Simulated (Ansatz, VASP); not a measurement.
**KTaO3: VASP beside Ansatz**

```
K Ta O
1.0
     4.12147    0.77974    0.77974
     0.77974    4.12147    0.77974
     0.77974    0.77974    4.12147
K Ta O
1 1 3
Direct
  0.50000 0.50000 0.50000
  0.00000 0.00000 0.00000
  0.50000 0.00000 0.00000
  0.00000 0.50000 0.00000
  0.00000 0.00000 0.50000
```

Alike in both runs: task single point; functional PBE; k mesh 8 × 8 × 8; occupations gaussian, width 0.05 eV; no spin polarisation.

```csv
,VASP,Ansatz
version,VASP 6.6.1,Ansatz 0.2.0
potentials or method,"VASP PAW PBE potentials, release 64 (K_sv, Ta_pv, O), cutoff 520 eV","scalar-relativistic, plane waves, PAW"
valence electrons in the cell,38,40
```

```csv
,VASP,Ansatz,Ansatz less VASP
gap on the k mesh at the Fermi level (eV),none,none,-
pressure (GPa),8.4,7.5,-0.88
"traceless stress, the component that is largest in VASP (GPa)",-37.33,-37.31,+0.025
```

A gap of «none» marks a metal or a gap that the smearing closes. The functional is the same, so the differences come from potentials, cutoffs and numerics. VASP's potentials hold 38 valence electrons a cell and Ansatz's 40, so a difference there can come from the potentials and not from the codes.

Spin-orbit coupling is off throughout.
